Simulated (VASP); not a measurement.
CaB: relaxation of cell and atoms with PBE

Crystal: CaB.

```xyz
2
Lattice="3.5777 0.0000 0.0000 -1.7888 3.0984 0.0000 0.0000 0.0000 3.7381" Properties=species:S:1:pos:R:3 pbc="T T T"
Ca    1.7888    1.0328    1.8690
B     0.0000    2.0656    0.0000
```

| Item | Value |
| --- | --- |
| Program | VASP 6.6.1 |
| Task | relaxation of cell and atoms |
| Functional | PBE |
| Potentials or basis | VASP PAW PBE potentials, release 64 (Ca_sv, B) |
| Cutoff | 600 eV |
| k mesh | 6 × 6 × 6 |
| Occupations | gaussian, width 0.1 eV |
| Spin | no spin polarisation |
| Dipole correction | no |
| Further INCAR settings | ALGO = Normal; EDIFF = 1e-07; IBRION = 2; EDIFFG = -0.04; NSW = 90; ISIF = 3 |

```json
{
 "Relaxed volume": "20.91 Å³/atom",
 "Relaxed cell": "a = 3.637 Å, b = 3.637 Å, c = 3.652 Å, α = 90.00°, β = 90.00°, γ = 120.00°",
 "Space group after relaxing (to 0.05 Å)": "P-6m2 (No. 187)",
 "Energy gained by relaxing": "2.4 meV/atom",
 "Ionic steps": "4",
 "Pressure after relaxing": "0.0 GPa"
}
```

Stress tensor (GPa, compression positive):
```
 0.04  0.00  0.00
 0.00  0.04  0.00
 0.00  0.00 -0.08
```

The path:
| step | energy change (eV) | largest force (eV/Å) | pressure (GPa) | volume (Å³) |
| --- | --- | --- | --- | --- |
| 1 | 0.0000 | 0.0000 | 0.28 | 41.44 |
| 2 | -0.0020 | 0.0000 | 0.08 | 41.65 |
| 3 | -0.0040 | 0.0000 | -0.41 | 42.19 |
| 4 | -0.0048 | 0.0000 | 0.00 | 41.83 |

Final structure:
```
CELL_PARAMETERS angstrom
3.63661 0.00000 0.00000
-1.81830 3.14940 0.00000
0.00000 0.00000 3.65222
ATOMIC_POSITIONS crystal
Ca 0.66667 0.33333 0.50000
B 0.33333 0.66667 0.00000
```

Levels at points of the mesh, in eV from the Fermi level:
```tsv
k point	band 2	band 3	band 4	band 5	band 6	band 7	band 8	band 9	band 10
(0.00, 0.00, 0.00)	-21.33	-21.31	-21.31	-7.41	1.23	1.23	1.43	1.59	5.47
(0.50, 0.00, 0.00)	-21.57	-21.37	-21.29	-5.44	-2.47	0.71	1.42	1.87	5.05
(0.00, 0.00, 0.50)	-21.52	-21.29	-21.29	-5.83	-2.95	1.83	1.83	3.78	3.78
(0.50, 0.00, 0.50)	-21.53	-21.46	-21.35	-5.05	-1.27	-1.25	0.48	2.30	6.00
```

Run time: 42 s on 1 thread of AMD EPYC 7R43 64-Core Processor (Zen 3) (shared host), peak memory 0.14 GiB.
